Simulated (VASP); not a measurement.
Wanted: the native input for a VASP 6.6.1 run.

| Quantity | Value |
| --- | --- |
| Task | single point |
| Functional | PBE |
| Potentials or basis | VASP PAW PBE potentials, release 64 (K_sv, Te) |
| Cutoff | 500 eV |
| k mesh | 3 × 3 × 3 |
| Occupations | gaussian, width 0.1 eV |
| Spin | no spin polarisation |
| Dipole correction | no |
| Further INCAR settings | ALGO = Normal; EDIFF = 1e-06; NBANDS = 50 |

The structure of K3Te2 lies in POSCAR:

```
K3Te2
1.0
    3.8427907140      2.2186362531      6.9944561736
   -3.8427907140      2.2186362531      6.9944561736
    0.0000000000     -4.4372725064      6.9944561736
K Te
6 4
Direct
    0.0562500000      0.4437500000      0.7500000000
    0.7500000000      0.0562500000      0.4437500000
    0.4437500000      0.7500000000      0.0562500000
    0.9437500000      0.5562500000      0.2500000000
    0.2500000000      0.9437500000      0.5562500000
    0.5562500000      0.2500000000      0.9437500000
    0.8521800000      0.8521800000      0.8521800000
    0.6478200000      0.6478200000      0.6478200000
    0.1478200000      0.1478200000      0.1478200000
    0.3521800000      0.3521800000      0.3521800000
```

The input as run:

INCAR

```
SYSTEM = K3Te2
PREC = Accurate
ENCUT = 500
EDIFF = 1E-6
ISMEAR = 0
SIGMA = 0.1
LREAL = .FALSE.
LASPH = .TRUE.
NELM = 120
ALGO = Normal
ISIF = 2
LWAVE = .FALSE.
LCHARG = .TRUE.
GGA = PE
LELF = .TRUE.
LVHAR = .TRUE.
NBANDS = 50
GGA_COMPAT = .FALSE.
```

KPOINTS

```
regular mesh
0
G
  3 3 3
  0 0 0
```

Potentials or basis: VASP PAW PBE potentials, release 64 (K_sv, Te).

Launch:

```sh
$ cat potpaw_PBE.64/K_sv/POTCAR potpaw_PBE.64/Te/POTCAR > POTCAR
$ mpirun -np 1 vasp_std > vasp.out
```

It gave:

* Pressure: 9.8 GPa
* Largest force: 0.303 eV/Å
* Band gap on the k mesh: zero (bands 39 and 40 overlap by 0.16 eV)

Caveat: the cell stands under pressure; spin-orbit coupling is left out, which moves the levels of the heavy elements.

It took 88 s on 1 thread of Intel(R) Xeon(R) 6975P-C (Granite Rapids), on a shared host, peak memory 0.51 GiB.
